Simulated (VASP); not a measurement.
Runs of VASP 6.6.1 on Hg3Pt. Symmetry: Pm-3m, No. 221, cubic system. The conventional cell has a = 4.344 Å, b = 4.344 Å, c = 4.344 Å, α = 90.00°, β = 90.00°, γ = 90.00°. Within 4.0 Å of Hg (site symmetry 4/mmm) lie 8 Hg at 3.07 Å and 4 Pt at 3.07 Å. Within 4.0 Å of Pt (site symmetry m-3m) lie 12 Hg at 3.07 Å. 

| smearing | gap on the mesh (eV) | pressure (GPa) |
| --- | --- | --- |
| gaussian 0.2 eV | none | -3.1 |
| gaussian 0.5 eV | none | -2.7 |
| gaussian 0.1 eV | none | (a) |
| gaussian 0.3 eV | none | -2.9 |

Alike in all rows: task single point; level r2SCAN; potentials or basis VASP PAW PBE potentials, release 64 (Hg, Pt); no spin polarisation; cell as given; k mesh 5 × 5 × 5; cutoff (eV) 520.

**Question.** Estimate the missing entries.

**Answer.** (a) -3.2.

Caveats: the PAW data sets were made with another functional, which shifts forces and pressure a little; spin-orbit coupling is left out, which moves the levels of the heavy elements.

A k mesh can miss the band edges, and the runs leave out spin-orbit coupling on Hg, Pt.

A gap of «none» marks levels without a gap at the run's occupations.
